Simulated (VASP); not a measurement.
PtPb, 4 atoms in the cell. Symmetry: P6_3/mmc, No. 194, hexagonal system. The conventional cell has a = 4.260 Å, b = 4.260 Å, c = 5.470 Å, α = 90.00°, β = 90.00°, γ = 120.00°. Pt (site symmetry -6m2) has 6 Pb at 2.81 Å and 6 Pt at 3.68 Å within 3.7 Å. Pb (site symmetry -3m) has 2 Pb at 2.73 Å and 6 Pt at 2.81 Å within 3.6 Å. 

| Item | Value |
| --- | --- |
| Program | VASP 6.6.1 |
| Task | single point |
| Functional | PBEsol |
| Potentials or basis | VASP PAW PBE potentials, release 64 (Pt, Pb_d) |
| Cutoff | 520 eV |
| k mesh | 6 × 6 × 4 |
| Occupations | gaussian, width 0.05 eV |
| Spin | no spin polarisation |
| Dipole correction | no |
| Further INCAR settings | ALGO = Normal; EDIFF = 1e-07; NBANDS = 32 |

Potentials or basis: VASP PAW PBE potentials, release 64 (Pt, Pb_d).

The run is started by

```sh
$ cat potpaw_PBE.64/Pt/POTCAR potpaw_PBE.64/Pb_d/POTCAR > POTCAR
$ mpirun -np 1 vasp_std > vasp.out
```

Hardware: 1 thread of AMD EPYC 7R13 Processor (Zen 3) (shared host).

Problem. How long does it take, and how much memory?

Solution. Wall time 49 s on 1 thread of AMD EPYC 7R13 Processor (Zen 3), on a shared host, peak memory 0.19 GiB. Counts: scf iterations 14, k points 21.
